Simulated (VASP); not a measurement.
# Sb (Pm-3n) in VASP: notebook, part 2 of 2

VASP 6.6.1. Earlier steps stand in the parts before.

## Step 3: Single point, BLYP

Input file INCAR:

```
SYSTEM = Sb
PREC = Accurate
ENCUT = 520
EDIFF = 1E-6
ISMEAR = -1
SIGMA = 0.1
LREAL = .FALSE.
LASPH = .TRUE.
NELM = 60
ALGO = Normal
ISIF = 2
LWAVE = .FALSE.
LCHARG = .FALSE.
GGA = B5
ALDAX = 1.0
AGGAX = 1.0
AGGAC = 1.0
ALDAC = 0.0
NBANDS = 30
```

Input file KPOINTS:

```
regular mesh
0
G
  6 6 6
  0 0 0
```

Input file POSCAR:

```
Sb
1.0
    6.2887955391      0.0000000000      0.0000000000
    0.0000000000      6.2887955391      0.0000000000
    0.0000000000      0.0000000000      6.2887955391
Sb
8
Direct
    0.0000000000      1.0000000000      1.0000000000
    0.5000000000      0.5000000000      0.5000000000
    0.2500000000      0.0000000000      0.5000000000
    0.7500000000      0.0000000000      0.5000000000
    0.5000000000      0.2500000000      1.0000000000
    0.5000000000      0.7500000000      1.0000000000
    1.0000000000      0.5000000000      0.2500000000
    1.0000000000      0.5000000000      0.7500000000
```

Potentials or basis: VASP PAW PBE potentials, release 64 (Sb).

Launch:

```bash
cat potpaw_PBE.64/Sb/POTCAR > POTCAR
mpirun -np 1 vasp_std > vasp.out
```

OUTCAR:

```text
SYSTEM = Sb
   PREC = Accurate
   ENCUT = 520
   EDIFF = 1E-6
   ISMEAR = -1
   LREAL = .FALSE.
   LASPH = .TRUE.
   NELM = 60
   ISIF = 2
   GGA = B5

 ion  position               nearest neighbor table
   1  0.000  0.000  0.000-   3 3.52   4 3.52   5 3.52   6 3.52   7 3.52   8 3.52   3 3.52   4 3.52
                             7 3.52   8 3.52   5 3.52   6 3.52
   2  0.500  0.500  0.500-   3 3.52   4 3.52   5 3.52   6 3.52   7 3.52   8 3.52   5 3.52   6 3.52
                             3 3.52   4 3.52   7 3.52   8 3.52
   3  0.250  0.000  0.500-   4 3.14   4 3.14   1 3.52   1 3.52   2 3.52   2 3.52
   4  0.750  0.000  0.500-   3 3.14   3 3.14   1 3.52   1 3.52   2 3.52   2 3.52
   5  0.500  0.250  0.000-   6 3.14   6 3.14   1 3.52   2 3.52   2 3.52   1 3.52
   6  0.500  0.750  0.000-   5 3.14   5 3.14   1 3.52   2 3.52   2 3.52   1 3.52
   7  0.000  0.500  0.250-   8 3.14   8 3.14   1 3.52   2 3.52   1 3.52   2 3.52
   8  0.000  0.500  0.750-   7 3.14   7 3.14   1 3.52   2 3.52   1 3.52   2 3.52

  LATTYP: Found a simple cubic cell.
 ALAT       =     6.2887955391

  Lattice vectors:

 A1 = (   6.2887955391,   0.0000000000,   0.0000000000)
 A2 = (   0.0000000000,   6.2887955391,   0.0000000000)
 A3 = (   0.0000000000,   0.0000000000,   6.2887955391)

Analysis of symmetry for initial positions (statically):
=====================================================================
 Subroutine PRICEL returns:
 Original cell was already a primitive cell.

 Routine SETGRP: Setting up the symmetry group for a
 simple cubic supercell.

 Subroutine GETGRP returns: Found 48 space group operations
 (whereof 24 operations were pure point group operations)
 out of a pool of 48 trial point group operations.

The static configuration has the point symmetry T_h .
 The point group associated with its full space group is O_h .

Analysis of symmetry for dynamics (positions and initial velocities):
[... 141 lines left out ...]
  Fermi-wavevector in a.u.,A,eV,Ry     =   0.890282  1.682388 10.783994  0.792601
  Thomas-Fermi vector in A             =   2.011952
   LORBIT       =      0    0 simple, 1 ext, 2 COOP (PROOUT), +10 PAW based schemes
   GGA     = B5    functional components
   LHFCALC =     F    Hartree Fock is set to
   AEXX    =    0.0000 exact exchange contribution
   IVDW    =     0    specifies the selected vdW correction
   LEPSILON=     F    determine dielectric tensor
   LRPA    =     F    only Hartree local field effects (RPA)
 non-spin polarized calculation
  energy-cutoff  :      520.00
  volume of cell :      248.72
 maximum number of plane-waves:      6735
 NGX is ok and might be reduce to    48
   NGX = 23   NGY = 23   NGZ = 23

 number of electron      40.0000004 magnetization

 Free energy of the ion-electron system (eV)
  ---------------------------------------------------
  ext. energy  EPLUGINS =         0.00000000
  ---------------------------------------------------
  free energy    TOTEN  =       -23.14995172 eV

  energy without entropy =      -22.90350085  energy(sigma->0) =      -23.02672629

 E-fermi :   7.2369     XC(G=0):  -8.9514

 val. band max:        7.2349496713   @ k =   0.3333   0.1667   0.1667
 cond. band min:       7.2470645712   @ k =   0.3333   0.0000   0.0000
 fundamental gap:      0.0121148999
 Fermi energy:         7.2368795628

 k-point     1 :       0.0000    0.0000    0.0000
  band No.  band energies     occupation
      1      -4.7233      2.00000
      2      -2.3555      2.00000
      3      -2.3555      2.00000
      4      -2.0544      2.00000
      5      -0.7362      2.00000
      6      -0.7362      2.00000
[... 649 lines left out ...]
     29       7.9196      0.00217
     30       7.9196      0.00217

------------------------ aborting loop because EDIFF is reached ----------------------------------------

  FORCE on cell =-STRESS in cart. coord.  units (eV):
  Direction    XX          YY          ZZ          XY          YZ          ZX
  --------------------------------------------------------------------------------------
  -------------------------------------------------------------------------------------
  Total       -0.0391909     -0.0391909     -0.0391909     -0.0000000      0.0000000      0.0000000
  in kB       -0.2524602     -0.2524602     -0.2524602     -0.0000000      0.0000000      0.0000000
  external PRESSURE =      -0.2524602 kB  Pullay stress =       0.0000000 kB

 VOLUME and BASIS-vectors are now :
 -----------------------------------------------------------------------------
  energy-cutoff  :      520.00
  volume of cell :      248.72
      direct lattice vectors                 reciprocal lattice vectors
     6.288795539  0.000000000  0.000000000     0.159012961  0.000000000  0.000000000
     0.000000000  6.288795539  0.000000000     0.000000000  0.159012961  0.000000000
     0.000000000  0.000000000  6.288795539     0.000000000  0.000000000  0.159012961

 POSITION                                       TOTAL-FORCE (eV/Angst)
 -----------------------------------------------------------------------------------
      0.00000      0.00000      0.00000        -0.000000     -0.000000      0.000000
      3.14440      3.14440      3.14440        -0.000000     -0.000000      0.000000
      1.57220      0.00000      3.14440        -0.000000      0.000000      0.000000
      4.71660      0.00000      3.14440         0.000000     -0.000000     -0.000000
      3.14440      1.57220      0.00000         0.000000     -0.000000     -0.000000
      3.14440      4.71660      0.00000        -0.000000      0.000000      0.000000
      0.00000      3.14440      1.57220        -0.000000      0.000000      0.000000
      0.00000      3.14440      4.71660         0.000000     -0.000000      0.000000
 -----------------------------------------------------------------------------------
    total drift:                               -0.000000     -0.000000      0.000000

  FREE ENERGIE OF THE ION-ELECTRON SYSTEM (eV)
  ---------------------------------------------------
  free  energy   TOTEN  =       -23.1499517195 eV

  energy  without entropy=      -22.9035008534  energy(sigma->0) =      -23.02672629
```

stdout:

```text
POSCAR found type information on POSCAR Sb
 POSCAR found :  1 types and       8 ions
 scaLAPACK will be used
 -----------------------------------------------------------------------------
|                                                                             |
|                                                                             |
|     You enforced a specific xc type in the INCAR file but a different       |
|     I HOPE YOU KNOW WHAT YOU ARE DOING!                                     |
|                                                                             |
 -----------------------------------------------------------------------------

 LDA part: xc-table for (Slater(with rela. corr.)+VWN5), standard interpolation
 POSCAR, INCAR and KPOINTS ok, starting setup
 FFT: planning ... GRIDC
 FFT: planning ... GRID_SOFT
 FFT: planning ... GRID
 WAVECAR not read
 entering main loop
```

Wall time 2.1 min (1 thread of Intel Xeon Platinum 8259CL at 2.50GHz (Skylake/Cascade Lake), shared host); peak memory 0.37 GiB.

What came out:

```yaml
Free_energy: -23.1500 eV
Pressure: 0.0 GPa
Band_gap_on_the_k_mesh: zero (band 20 reaches 7.40 eV, above the bottom of band 21 at 7.01 eV)
```

Levels at points of the mesh, in eV from the Fermi level:
| k point | band 16 | band 17 | band 18 | band 19 | band 20 | band 21 | band 22 | band 23 | band 24 | band 25 |
| --- | --- | --- | --- | --- | --- | --- | --- | --- | --- | --- |
| (0.00, 0.00, 0.00) | -2.48 | -2.17 | -1.25 | -1.25 | -1.25 | 0.69 | 0.69 | 0.69 | 1.15 | 1.15 |
| (0.50, 0.00, 0.00) | -1.84 | -1.00 | -1.00 | -0.49 | -0.49 | 0.12 | 0.12 | 0.83 | 0.83 | 1.11 |
| (0.50, 0.50, 0.00) | -1.42 | -1.08 | -1.08 | -0.45 | -0.11 | 0.02 | 0.41 | 0.92 | 0.92 | 1.26 |
| (0.50, 0.50, 0.50) | -1.52 | 0.11 | 0.11 | 0.11 | 0.11 | 0.11 | 0.11 | 0.15 | 0.15 | 0.15 |

Caveat: the PAW data sets were made with another functional, which shifts forces and pressure a little; spin-orbit coupling is left out, which moves the levels of the heavy elements.

## Step 4: Relaxation of cell and atoms, BLYP

This run uses another cell than the first one, of 27.18 Å³/atom, 0.874 times its volume.

Input file INCAR:

```
SYSTEM = Sb
PREC = Accurate
ENCUT = 600
EDIFF = 1E-6
ISMEAR = -1
SIGMA = 0.1
LREAL = .FALSE.
LASPH = .TRUE.
NELM = 100
ALGO = Normal
ISIF = 3
LWAVE = .FALSE.
LCHARG = .FALSE.
GGA = B5
ALDAX = 1.0
AGGAX = 1.0
AGGAC = 1.0
ALDAC = 0.0
IBRION = 2
NSW = 80
EDIFFG = -0.01
```

Input file KPOINTS:

```
Automatic mesh
0
G
  4 4 4
  0 0 0
```

Input file POSCAR:

```
Sb
1.0
    6.0135035706      0.0000000000      0.0000000000
    0.0000000000      6.0135035706      0.0000000000
    0.0000000000      0.0000000000      6.0135035706
Sb
8
Direct
    0.0000000000      0.0000000000      0.0000000000
    0.5000000000      0.5000000000      0.5000000000
    0.2500000000      0.0000000000      0.5000000000
    0.7500000000      0.0000000000      0.5000000000
    0.5000000000      0.2500000000      0.0000000000
    0.5000000000      0.7500000000      0.0000000000
    0.0000000000      0.5000000000      0.2500000000
    0.0000000000      0.5000000000      0.7500000000
```

Launch:

```bash
cat potpaw_PBE.64/Sb/POTCAR > POTCAR
mpirun -np 1 vasp_std > vasp.out
```

It took 4.9 min on 1 thread of Intel Xeon Platinum 8259CL at 2.50GHz (Skylake/Cascade Lake), shared host; peak memory 0.35 GiB.

The run converged. Its results:

```yaml
Free_energy: -23.1163 eV
Relaxed_volume: 31.13 Å³/atom
Relaxed_cell: a = 6.292 Å, b = 6.292 Å, c = 6.292 Å, α = 90.00°, β = 90.00°, γ = 90.00°
Space_group_after_relaxing_to_0.05_Å: Pm-3n (No. 223)
Energy_gained_by_relaxing: 83.8 meV/atom
Ionic_steps: 3
Pressure_after_relaxing: 0.1 GPa
Band_gap_on_the_k_mesh: zero (band 20 reaches 7.35 eV, above the bottom of band 21 at 7.17 eV)
```

The path:
```csv
step,energy change (eV),largest force (eV/Å),pressure (GPa),volume (Å³)
1,0.0000,0.0000,7.67,217.46
2,-0.6059,0.0000,-1.70,261.05
3,-0.6704,0.0000,0.05,249.05
```

Final structure:
```
Sb
1.0
     6.29158    0.00000    0.00000
     0.00000    6.29158    0.00000
     0.00000    0.00000    6.29158
Sb
8
Cartesian
  0.0000 0.0000 6.2916
  3.1458 3.1458 3.1458
  1.5729 0.0000 3.1458
  4.7187 0.0000 3.1458
  3.1458 1.5729 0.0000
  3.1458 4.7187 0.0000
  0.0000 3.1458 1.5729
  0.0000 3.1458 4.7187
```

Levels at points of the mesh, in eV from the Fermi level:
| k point | band 18 | band 19 | band 20 | band 21 | band 22 | band 23 |
| --- | --- | --- | --- | --- | --- | --- |
| (0.00, 0.00, 0.00) | -1.27 | -1.27 | -1.27 | 0.67 | 0.67 | 0.67 |
| (0.50, 0.00, 0.00) | -1.01 | -0.51 | -0.51 | 0.10 | 0.10 | 0.82 |
| (0.50, 0.50, 0.00) | -1.09 | -0.46 | -0.13 | 0.00 | 0.40 | 0.91 |
| (0.50, 0.50, 0.50) | 0.11 | 0.11 | 0.11 | 0.11 | 0.11 | 0.14 |

Caveat: the PAW data sets were made with another functional, which shifts forces and pressure a little; spin-orbit coupling is left out, which moves the levels of the heavy elements.

## Step 5: Overview

```tsv
task	cell	k mesh	cutoff (eV)	gap on the mesh (eV)	pressure (GPa)
single point	a = 6.289 Å, 8 atoms	4 × 4 × 4	520	none	0.1
single point	a = 6.289 Å, 8 atoms	6 × 6 × 6	520	none	0.0
relaxation of cell and atoms	relaxed from a = 6.014 Å, 8 atoms	4 × 4 × 4	600	none	0.1
```

Alike in all rows: level BLYP; potentials or basis VASP PAW PBE potentials, release 64 (Sb); no spin polarisation; smearing fermi-dirac 0.1 eV.

Caveats: the PAW data sets were made with another functional, which shifts forces and pressure a little; spin-orbit coupling is left out, which moves the levels of the heavy elements.

Absolute energies hang on the potentials; compare differences alone.
